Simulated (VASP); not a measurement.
# BiP (P-6m2) in VASP: a series of runs

The runs below take BiP through relaxation of shape and atoms at fixed volume, with r2SCAN.

Program: VASP 6.6.1. These are calculated values, not measurements. Logs are shortened: lines on timing, memory, paths and dates and some standing lists are left out, and cuts for length are marked.

## 1. The cell of the first run

The structure is hexagonal, space group P-6m2 (No. 187). Conventional cell: a = 3.945 Å, b = 3.945 Å, c = 3.774 Å, α = 90.00°, β = 90.00°, γ = 120.00°. Bi (site symmetry -6m2) has 6 P at 2.96 Å and 8 Bi at 3.77 to 3.94 Å within 4.0 Å. P (site symmetry -6m2) has 6 Bi at 2.96 Å and 8 P at 3.77 to 3.94 Å within 4.0 Å.

## 2. Relaxation of shape and atoms at fixed volume, r2SCAN (25.43 Å³/atom)

POSCAR

```
BiP
1.0
    3.9448123814      0.0000000000      0.0000000000
   -1.9724061907      3.4163077355      0.0000000000
    0.0000000000      0.0000000000      3.7736420889
Bi P
1 1
Direct
    0.0000000000      0.0000000000      0.0000000000
    0.6666666667      0.3333333333      0.5000000000
```

INCAR.step1

```
SYSTEM = BiP
ALGO = Normal
EDIFF = 1E-4
ENCUT = 600
GGA = PE
ISMEAR = 0
LASPH = .True.
LCHARG = .False.
LREAL = .False.
LWAVE = .True.
NELM = 80
PREC = Accurate
SIGMA = 0.05
```

INCAR.step2

```
SYSTEM = BiP
ALGO = Normal
EDIFF = 1E-6
EDIFFG = -0.01
ENCUT = 600
IBRION = 2
ISIF = 4
ISMEAR = 0
ISTART = 1
LASPH = .True.
LCHARG = .False.
LMIXTAU = .True.
LREAL = .False.
LWAVE = .False.
METAGGA = R2SCAN
NELM = 80
NSW = 60
PREC = Accurate
SIGMA = 0.05
```

KPOINTS

```
k-points
0
Gamma
  10 10 10
  0 0 0
```

Potentials or basis: VASP PAW PBE potentials, release 64 (Bi_d, P).

Run with:

```bash
$ cat potpaw_PBE.64/Bi_d/POTCAR potpaw_PBE.64/P/POTCAR > POTCAR
$ cp INCAR.step1 INCAR
$ mpirun -np 1 vasp_std > vasp.out
$ cp INCAR.step2 INCAR
$ mpirun -np 1 vasp_std > vasp.out
```

OUTCAR:

```text
SYSTEM = BiP
   EDIFF = 1E-6
   EDIFFG = -0.01
   ENCUT = 600
   IBRION = 2
   ISIF = 4
   ISMEAR = 0
   ISTART = 1
   LASPH = .True.
   LREAL = .False.
   METAGGA = R2SCAN
   NELM = 80
   NSW = 60
   PREC = Accurate

 ion  position               nearest neighbor table
   1  0.000  0.000  0.000-   2 2.96   2 2.96   2 2.96   2 2.96   2 2.96   2 2.96
   2  0.667  0.333  0.500-   1 2.96   1 2.96   1 2.96   1 2.96   1 2.96   1 2.96

  LATTYP: Found a hexagonal cell.
 ALAT       =     3.9448123814
 C/A-ratio  =     0.9566087621

  Lattice vectors:

 A1 = (   3.9448123814,   0.0000000000,   0.0000000000)
 A2 = (  -1.9724061907,   3.4163077355,   0.0000000000)
 A3 = (   0.0000000000,   0.0000000000,   3.7736420889)

Analysis of symmetry for initial positions (statically):
=====================================================================
 Subroutine PRICEL returns:
 Original cell was already a primitive cell.

 Routine SETGRP: Setting up the symmetry group for a
 hexagonal supercell.

 Subroutine GETGRP returns: Found 12 space group operations
 (whereof 12 operations were pure point group operations)
 out of a pool of 24 trial point group operations.

The static configuration has the point symmetry D_3h.

Analysis of symmetry for dynamics (positions and initial velocities):
=====================================================================
 Subroutine PRICEL returns:
 Original cell was already a primitive cell.

 Routine SETGRP: Setting up the symmetry group for a
 hexagonal supercell.

 Subroutine GETGRP returns: Found 12 space group operations
 (whereof 12 operations were pure point group operations)
 out of a pool of 24 trial point group operations.

The dynamic configuration has the point symmetry D_3h.

 Subroutine INISYM returns: Found 12 space group operations
 (whereof 12 operations are pure point group operations),
 and found     1 'primitive' translations

----------------------------------------------------------------------------------------

                                     Primitive cell

  volume of cell :      50.8562

  direct lattice vectors                    reciprocal lattice vectors
     3.944812381  0.000000000  0.000000000     0.253497481  0.146356839  0.000000000
    -1.972406191  3.416307736  0.000000000     0.000000000  0.292713677  0.000000000
     0.000000000  0.000000000  3.773642089     0.000000000  0.000000000  0.264995984

  length of vectors
     3.944812381  3.944812381  3.773642089     0.292713677  0.292713677  0.264995984

  position of ions in fractional coordinates (direct lattice)
     0.000000000  0.000000000  0.000000000
     0.666666667  0.333333333  0.500000000

  ion indices of the primitive-cell ions
   primitive index   ion index
                 1           1
                 2           2

----------------------------------------------------------------------------------------

 KPOINTS: k-points

Automatic generation of k-mesh.
 Grid dimensions read from file:
 generate k-points for:   10   10   10

 Generating k-lattice:

  Cartesian coordinates                     Fractional coordinates (reciprocal lattice)
     0.025349748  0.014635684  0.000000000     0.100000000 -0.000000000  0.000000000
     0.000000000  0.029271368  0.000000000     0.000000000  0.100000000  0.000000000
     0.000000000  0.000000000  0.026499598     0.000000000  0.000000000  0.100000000

  Length of vectors
     0.029271368  0.029271368  0.026499598

  Shift w.r.t. Gamma in fractional coordinates (k-lattice)
[... 62 lines left out ...]
   PSTRESS=    0.0 pullay stress
   NELECT =      20.0000    total number of electrons
   NUPDOWN=      -1.0000    fix difference up-down
   EMIN   =  10.00;   EMAX   =-10.00  energy-range for DOS
   EFERMI =   0.00;   METHOD = LEGACY
   ISMEAR =     0;   SIGMA  =   0.05  broadening in eV -4-tet -1-fermi 0-gaus
   EFERMI_NEDOS =   21; number of points for ismear=-14 and -15
   IALGO  =     38    algorithm
   IMIX   =      4    mixing-type and parameters
     AMIX     =   0.40;   BMIX     =  1.00
     AMIX_MAG =   1.60;   BMIX_MAG =  1.00
  volume/ion in A,a.u.               =      25.43       171.60
  Fermi-wavevector in a.u.,A,eV,Ry     =   1.199417  2.266569 19.573352  1.438601
  Thomas-Fermi vector in A             =   2.335280
   LORBIT       =      0    0 simple, 1 ext, 2 COOP (PROOUT), +10 PAW based schemes
   METAGGA = R2SCAN    functional components
   LHFCALC =     F    Hartree Fock is set to
   AEXX    =    0.0000 exact exchange contribution
   IVDW    =     0    specifies the selected vdW correction
   LEPSILON=     F    determine dielectric tensor
   LRPA    =     F    only Hartree local field effects (RPA)
 conjugate gradient relaxation of ions
 non-spin polarized calculation
 Gauss-broadening in eV      SIGMA  =   0.05
  energy-cutoff  :      600.00
  volume of cell :       50.86
 maximum number of plane-waves:      1722
 NGX is ok and might be reduce to    32
   NGX = 15   NGY = 15   NGZ = 15

--------------------------------------- Ionic step        1  -------------------------------------------

 number of electron      20.0000005 magnetization

 Free energy of the ion-electron system (eV)
  ---------------------------------------------------
  ext. energy  EPLUGINS =         0.00000000
  ---------------------------------------------------
  free energy    TOTEN  =       -66.82163092 eV

  energy without entropy =      -66.82041663  energy(sigma->0) =      -66.82102378

------------------------ aborting loop because EDIFF is reached ----------------------------------------

  FORCE on cell =-STRESS in cart. coord.  units (eV):
  Direction    XX          YY          ZZ          XY          YZ          ZX
  --------------------------------------------------------------------------------------
  -------------------------------------------------------------------------------------
  Total       -0.3738372     -0.3738372     -0.5518924      0.0000000      0.0000000      0.0000000
  in kB      -11.7773902    -11.7773902    -17.3868504      0.0000000      0.0000000      0.0000000
  external PRESSURE =     -13.6472103 kB  Pullay stress =       0.0000000 kB

 VOLUME and BASIS-vectors are now :
 -----------------------------------------------------------------------------
  energy-cutoff  :      600.00
  volume of cell :       50.86
      direct lattice vectors                 reciprocal lattice vectors
     3.944812381  0.000000000  0.000000000     0.253497481  0.146356839  0.000000000
    -1.972406191  3.416307736  0.000000000     0.000000000  0.292713677  0.000000000
     0.000000000  0.000000000  3.773642089     0.000000000  0.000000000  0.264995984

 POSITION                                       TOTAL-FORCE (eV/Angst)
 -----------------------------------------------------------------------------------
      0.00000      0.00000      0.00000         0.000000      0.000000      0.000000
      1.97241      1.13877      1.88682        -0.000000      0.000000      0.000000
 -----------------------------------------------------------------------------------
    total drift:                               -0.000000      0.000000      0.000000

  FREE ENERGIE OF THE ION-ELECTRON SYSTEM (eV)
  ---------------------------------------------------
  free  energy   TOTEN  =       -66.8216309233 eV

  energy  without entropy=      -66.8204166302  energy(sigma->0) =      -66.82102378

--------------------------------------- Ionic step        2  -------------------------------------------

 number of electron      20.0000005 magnetization

 Free energy of the ion-electron system (eV)
  ---------------------------------------------------
  ext. energy  EPLUGINS =         0.00000000
  ---------------------------------------------------
  free energy    TOTEN  =       -66.82190489 eV

  energy without entropy =      -66.82073365  energy(sigma->0) =      -66.82131927

 E-fermi :   6.8951     XC(G=0): -10.6851

 val. band max:        6.8259900374   @ k =   0.0000   0.0000   0.5000
 cond. band min:       6.9075024541   @ k =   0.2000   0.1000   0.2000
 fundamental gap:      0.0815124168
 Fermi energy:         6.8950543319

 k-point     1 :       0.0000    0.0000    0.0000
  band No.  band energies     occupation
      1     -16.9405      2.00000
      2     -16.9141      2.00000
      3     -16.9141      2.00000
      4     -16.8639      2.00000
      5     -16.8639      2.00000
      6      -7.4297      2.00000
      7       0.6073      2.00000
      8       4.1945      2.00000
      9       5.4565      2.00000
     10       5.4565      2.00000
     11       9.4350      0.00000
     12       9.4350      0.00000
     13      11.2351      0.00000
     14      13.5374      0.00000
[... 377 lines left out ...]
      1     -16.9289      2.00000
      2     -16.8986      2.00000
      3     -16.8888      2.00000
      4     -16.8732      2.00000
      5     -16.8703      2.00000
      6      -5.2949      2.00000
      7      -3.0443      2.00000
      8       3.0894      2.00000
      9       4.6476      2.00000
     10       6.5889      2.00000
     11       7.6460      0.00000
     12      10.4830      0.00000
     13      11.3384      0.00000
     14      12.4825      0.00000

 [... further k-points ...]

------------------------ aborting loop because EDIFF is reached ----------------------------------------

  FORCE on cell =-STRESS in cart. coord.  units (eV):
  Direction    XX          YY          ZZ          XY          YZ          ZX
  --------------------------------------------------------------------------------------
  -------------------------------------------------------------------------------------
  Total       -0.4131566     -0.4131566     -0.4257969      0.0000000     -0.0000000      0.0000000
  in kB      -13.0161096    -13.0161096    -13.4143327      0.0000000     -0.0000000      0.0000000
  external PRESSURE =     -13.1488506 kB  Pullay stress =       0.0000000 kB

 VOLUME and BASIS-vectors are now :
 -----------------------------------------------------------------------------
  energy-cutoff  :      600.00
  volume of cell :       50.86
      direct lattice vectors                 reciprocal lattice vectors
     3.950468046  0.000000000  0.000000000     0.253134562  0.146147308  0.000000000
    -1.975234023  3.421205684  0.000000000     0.000000000  0.292294615 -0.000000000
    -0.000000000  0.000000000  3.762844799     0.000000000  0.000000000  0.265756377

 POSITION                                       TOTAL-FORCE (eV/Angst)
 -----------------------------------------------------------------------------------
      0.00000      0.00000      0.00000        -0.000000     -0.000000      0.000000
      1.97523      1.14040      1.88142         0.000000      0.000000      0.000000
 -----------------------------------------------------------------------------------
    total drift:                               -0.000000      0.000000      0.000000

  FREE ENERGIE OF THE ION-ELECTRON SYSTEM (eV)
  ---------------------------------------------------
  free  energy   TOTEN  =       -66.8219048869 eV

  energy  without entropy=      -66.8207336465  energy(sigma->0) =      -66.82131927

 reached required accuracy - stopping structural energy minimisation
```

Wall time 3.5 min (1 thread of Intel Xeon Platinum 8488C (Sapphire Rapids), shared host); peak memory 0.24 GiB.

What came out:

```
Free energy               : -66.8219 eV
Energy gained by relaxing : 0.1 meV/atom
Ionic steps               : 2
Pressure after relaxing   : -1.3 GPa
Band gap on the k mesh    : zero (bands 10 and 11 overlap by 2.67 eV)
```

The path:
| step | energy change (eV) | largest force (eV/Å) | pressure (GPa) | volume (Å³) |
| --- | --- | --- | --- | --- |
| 1 | 0.0000 | 0.0000 | -1.36 | 50.86 |
| 2 | -0.0003 | 0.0000 | -1.31 | 50.86 |

Final structure:
```yaml
crystal:
  lattice:
    - [3.95047, 0.00000, 0.00000]
    - [-1.97523, 3.42121, 0.00000]
    - [0.00000, 0.00000, 3.76284]
  atoms:
    - { symbol: Bi, position: [0.00000, 0.00000, 0.00000] }
    - { symbol: P, position: [0.66667, 0.33333, 0.50000] }
```

Levels at points of the mesh, in eV from the Fermi level:
| k point | band 6 | band 7 | band 8 | band 9 | band 10 | band 11 | band 12 | band 13 | band 14 |
| --- | --- | --- | --- | --- | --- | --- | --- | --- | --- |
| (0.00, 0.00, 0.00) | -14.32 | -6.29 | -2.70 | -1.44 | -1.44 | 2.54 | 2.54 | 4.34 | 6.64 |
| (0.50, 0.00, 0.00) | -12.25 | -10.11 | -3.11 | -2.17 | -0.76 | 2.06 | 2.17 | 4.60 | 5.37 |
| (0.00, 0.00, 0.50) | -12.11 | -11.11 | -0.07 | -0.07 | 0.60 | 1.29 | 2.08 | 2.08 | 7.63 |
| (0.50, 0.00, 0.50) | -10.65 | -9.71 | -5.25 | -5.07 | -0.75 | 0.32 | 2.56 | 2.56 | 9.99 |

Caveat: the PAW data sets were made with another functional, which shifts forces and pressure a little; spin-orbit coupling is left out, which moves the levels of the heavy elements.

## 3. Relaxation of shape and atoms at fixed volume, r2SCAN (25.93 Å³/atom)

This run uses another cell than the first one, of 25.93 Å³/atom.

POSCAR

```
BiP
1.0
    3.9762556823      0.0000000000      0.0000000000
   -1.9881278411      3.4435384328      0.0000000000
    0.0000000000      0.0000000000      3.7870232761
Bi P
1 1
Direct
    0.0000000000      0.0000000000      0.0000000000
    0.6666666667      0.3333333333      0.5000000000
```

INCAR.step1

```
SYSTEM = BiP
ALGO = Normal
EDIFF = 1E-4
ENCUT = 600
GGA = PE
ISMEAR = 0
LASPH = .TRUE.
LCHARG = .FALSE.
LREAL = .FALSE.
LWAVE = .TRUE.
NELM = 60
PREC = Accurate
SIGMA = 0.05
```

INCAR.step2

```
SYSTEM = BiP
ALGO = Normal
EDIFF = 1E-7
EDIFFG = -0.01
ENCUT = 600
IBRION = 2
ISIF = 4
ISMEAR = 0
ISTART = 1
LASPH = .TRUE.
LCHARG = .FALSE.
LMIXTAU = .TRUE.
LREAL = .FALSE.
LWAVE = .FALSE.
METAGGA = R2SCAN
NELM = 60
NSW = 60
PREC = Accurate
SIGMA = 0.05
```

KPOINTS

```
k-points
0
G
  10 10 10
  0 0 0
```

Potentials or basis: VASP PAW PBE potentials, release 64 (Bi_d, P).

Run with:

```bash
$ cat potpaw_PBE.64/Bi_d/POTCAR potpaw_PBE.64/P/POTCAR > POTCAR
$ cp INCAR.step1 INCAR
$ mpirun -np 1 vasp_std > vasp.out
$ cp INCAR.step2 INCAR
$ mpirun -np 1 vasp_std > vasp.out
```

Wall time 5 min (1 thread of Intel Xeon Platinum 8488C (Sapphire Rapids), shared host); peak memory 0.24 GiB.

The run converged. Its results:

```yaml
Free_energy: -66.8101 eV
Energy_gained_by_relaxing: 0.1 meV/atom
Ionic_steps: 2
Pressure_after_relaxing: -2.5 GPa
Band_gap_on_the_k_mesh: zero (bands 10 and 11 overlap by 2.51 eV)
```

Step by step:
```
step  energy change (eV)  largest force (eV/Å)  pressure (GPa)  volume (Å³)
   1              0.0000                0.0000           -2.58        51.85
   2             -0.0002                0.0000           -2.52        51.85
```

Final structure:
```cif
data_structure
_symmetry_space_group_name_H-M 'P 1'
_symmetry_Int_Tables_number 1
_cell_length_a 3.9816
_cell_length_b 3.9816
_cell_length_c 3.7769
_cell_angle_alpha 90.000
_cell_angle_beta 90.000
_cell_angle_gamma 120.000
_cell_volume 51.85
loop_
_atom_site_label
_atom_site_type_symbol
_atom_site_fract_x
_atom_site_fract_y
_atom_site_fract_z
_atom_site_occupancy
Bi1 Bi 0.00000 0.00000 0.00000 1
P1 P 0.66667 0.33333 0.50000 1
```

Levels at points of the mesh, in eV from the Fermi level:
```
           k point  band 7  band 8  band 9  band 10  band 11  band 12  band 13  band 14
(0.00, 0.00, 0.00)   -6.36   -2.58   -1.41    -1.41     2.52     2.52     4.41     6.51
(0.50, 0.00, 0.00)  -10.03   -3.04   -2.14    -0.69     2.06     2.19     4.66     5.28
(0.00, 0.00, 0.50)  -10.98   -0.05   -0.05     0.54     1.20     2.04     2.04     7.63
(0.50, 0.00, 0.50)   -9.64   -5.11   -4.95    -0.71     0.34     2.55     2.57     9.86
```

Caveat: the PAW data sets were made with another functional, which shifts forces and pressure a little; spin-orbit coupling is left out, which moves the levels of the heavy elements.

The gap in the log of VASP goes by the Fermi energy; the results here count the filled bands.